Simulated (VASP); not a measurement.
Input of a VASP 6.6.1 run:

The input INCAR:

```
PREC = Accurate
ENCUT = 520
EDIFF = 1E-6
ISMEAR = 0
SIGMA = 0.15
LREAL = F
LASPH = T
NELM = 100
ALGO = Fast
ISIF = 2
LWAVE = F
LCHARG = T
GGA = PE
LELF = T
LVHAR = T
NBANDS = 12
```

File KPOINTS:

```
regular mesh
0
Gamma
  20 20 20
```

File POSCAR:

```
Ta
1.0
   -1.5938595459      1.5938595459      1.9068935608
    1.5938595459     -1.5938595459      1.9068935608
    1.5938595459      1.5938595459     -1.9068935608
Ta
1
Direct
    0.0000000000      0.0000000000      0.0000000000
```

Potentials or basis: VASP PAW PBE potentials, release 64 (Ta_pv).

Command:

```bash
$ cat potpaw_PBE.64/Ta_pv/POTCAR > POTCAR
$ mpirun -np 1 vasp_std > vasp.out
```

(1) What does it give for the pressure?

(2) What does it give for the band gap on the k mesh?

Answers

(1) -7.9 GPa.

(2) zero (an odd number of electrons rules out a gap without spin polarisation).

Caveat: the stress differs along the axes, from -16 to -4 GPa; spin-orbit coupling is left out, which moves the levels of the heavy elements.
